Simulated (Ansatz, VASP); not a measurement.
## One calculation of Ga, two programs

```xyz
2
Lattice="3.0032 0.0000 0.0000 -1.5016 2.6008 0.0000 0.0000 0.0000 4.8651" Properties=species:S:1:pos:R:3 pbc="T T T"
Ga   -0.2703    1.5778    0.7784
Ga    1.7719    1.0230    4.0867
```

Change from the starting cell: shortest bond scaled by 0.64, LAPW.

Alike in both runs: task single point; functional PBEsol; k mesh 11 × 11 × 6; occupations fermi-dirac, width 0.05 eV; no spin polarisation.

|  | VASP | Ansatz |
| --- | --- | --- |
| version | VASP 6.6.1 | Ansatz 0.2.0 |
| potentials or method | VASP PAW PBE potentials, release 64 (Ga_d), cutoff 520 eV | all-electron LAPW, scalar-relativistic |

VASP gave:

| Property | Result |
| --- | --- |
| pressure (GPa) | 30.4 |
| traceless stress, the component that is largest in VASP (GPa) | 31.73 |
| rms of the force components (eV/Å) | 6.344 |

What did Ansatz give for the same quantities?

Pressure (GPa): 28.9; traceless stress, the component that is largest in VASP (GPa): 29.97; rms of the force components (eV/Å): 6.038.

VASP's potentials were made for PBE, not for PBEsol. Atom by atom the forces differ by 0.308 eV/Å (rms over components). Both programs put the cell under a high pressure, so it lies far from rest at this level. Ansatz ran all-electron here, and VASP with PAW potentials.
